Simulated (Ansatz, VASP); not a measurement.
**Ti3As4: VASP beside Ansatz**

The input INCAR:

```
SYSTEM = Ti3As4
ALGO     = Normal         ! electronic algorithm
EDIFF    = 1E-6           ! SCF threshold, eV
EDIFFG   = -0.01          ! ionic threshold
ENCUT    = 600            ! plane-wave cutoff, eV
GGA      = PE             ! functional
IBRION   = 2              ! ionic algorithm
ISIF     = 3              ! what is computed and relaxed
ISMEAR   = 0              ! smearing method
LASPH    = .TRUE.         ! aspherical terms in the spheres
LCHARG   = .FALSE.        ! write CHGCAR
LREAL    = .FALSE.        ! projectors in reciprocal space
LWAVE    = .FALSE.        ! write WAVECAR
NELM     = 80             ! most SCF steps
NSW      = 100            ! ionic steps
PREC     = Accurate       ! precision mode
SIGMA    = 0.02           ! smearing width, eV
```

The input KPOINTS:

```
k-points
0
G
  6 6 6
  0 0 0
```

File POSCAR:

```
Ti3As4
1.0
    5.5775038564      0.0000000000      0.0000000000
    0.0000000000      5.5775038564      0.0000000000
    0.0000000000      0.0000000000      5.5775038564
Ti As
3 4
Direct
    0.0000000000      0.0000000000      0.5000000000
    0.5000000000      0.0000000000      0.0000000000
    0.0000000000      0.5000000000      0.0000000000
    0.7321349087      0.7321349087      0.7321349087
    0.2678650913      0.2678650913      0.7321349087
    0.2678650913      0.7321349087      0.2678650913
    0.7321349087      0.2678650913      0.2678650913
```

Input for Ansatz:

```yaml
crystal:
  lattice:
    - [5.5775038564, 0.0, 0.0]
    - [0.0, 5.5775038564, 0.0]
    - [0.0, 0.0, 5.5775038564]
  atoms:
    - { symbol: Ti, position: [0.0, 0.0, 0.5] }
    - { symbol: Ti, position: [0.5, 0.0, 0.0] }
    - { symbol: Ti, position: [0.0, 0.5, 0.0] }
    - { symbol: As, position: [0.7321349087, 0.7321349087, 0.7321349087] }
    - { symbol: As, position: [0.2678650913, 0.2678650913, 0.7321349087] }
    - { symbol: As, position: [0.2678650913, 0.7321349087, 0.2678650913] }
    - { symbol: As, position: [0.7321349087, 0.2678650913, 0.2678650913] }
basis:
  ecutwfc: 420
kpoints:
  mp_grid: { grid: [6, 6, 6] }
hamiltonian:
  xc: pbe
scf:
  occupations: { method: gaussian, width: 0.02 }
output:
  forces: true
  stress: true
  eigenvalues: true
relax:
  adjacent_minimum: "off"
  f_tol: 0.01
  max_steps: 80
  cell: { stress_tol: 0.05 }
```

Change from the starting cell: species swapped into the Ge3As4 type (P-43m, No. 215).

Alike in both runs: task relaxation of cell and atoms; functional PBE; k mesh 6 × 6 × 6; occupations gaussian, width 0.02 eV; no spin polarisation.

|  | VASP | Ansatz |
| --- | --- | --- |
| version | VASP 6.6.1 | Ansatz 0.2.0 |
| potentials or method | VASP PAW PBE potentials, release 64 (Ti_sv, As), cutoff 600 eV | scalar-relativistic, plane waves, PAW |
| valence electrons in the cell | 56 | 96 |

VASP gave:

```
gap on the k mesh at the Fermi level, each at its own relaxed structure (eV) : 0.68
relaxed volume (Å³/atom)                                                     : 25.04
relaxed length of the cell vector where the two differ most in proportion (Å)              : 5.596
```

Task: Which values does Ansatz return?

Result: gap on the k mesh at the Fermi level, each at its own relaxed structure (eV): 0.68; relaxed volume (Å³/atom): 25.06; relaxed length of the cell vector where the two differ most in proportion (Å): 5.598.

VASP's potentials hold 56 valence electrons a cell and Ansatz's 96, so a difference there can come from the potentials and not from the codes.
